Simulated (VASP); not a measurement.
Cu, 1 atom in the cell. It takes space group C2/m (No. 12, monoclinic). Conventional cell: a = 3.211 Å, b = 3.563 Å, c = 2.415 Å, α = 90.00°, β = 126.04°, γ = 90.00°. Within 3.3 Å of Cu (site symmetry 2/m) lie 14 Cu at 2.40 to 3.21 Å.  This cell differs from its parent crystal: engineering shear strain xy -0.0933, strain +e along x and -e along y -0.1000.

```yaml
Program: VASP 6.6.1
Task: single point
Functional: PBEsol
Potentials_or_basis: VASP PAW PBE potentials, release 64 (Cu)
Cutoff: 520 eV
k_mesh: 22 × 22 × 22
Occupations: gaussian, width 0.15 eV
Spin: no spin polarisation
Dipole_correction: no
Further_INCAR_settings: ALGO = Fast; EDIFF = 1e-06; NBANDS = 12
```

Potentials or basis: VASP PAW PBE potentials, release 64 (Cu).

Launch:

```bash
$ cat potpaw_PBE.64/Cu/POTCAR > POTCAR
$ mpirun -np 1 vasp_std > vasp.out
```

Hardware: 1 thread of AMD EPYC 7R13 Processor (Zen 3), on a shared host.

Estimate the wall time of this run.

Run time: 4.4 min on 1 thread of AMD EPYC 7R13 Processor (Zen 3) (shared host), peak memory 0.41 GiB. Counts: scf iterations 13, k points 2796.
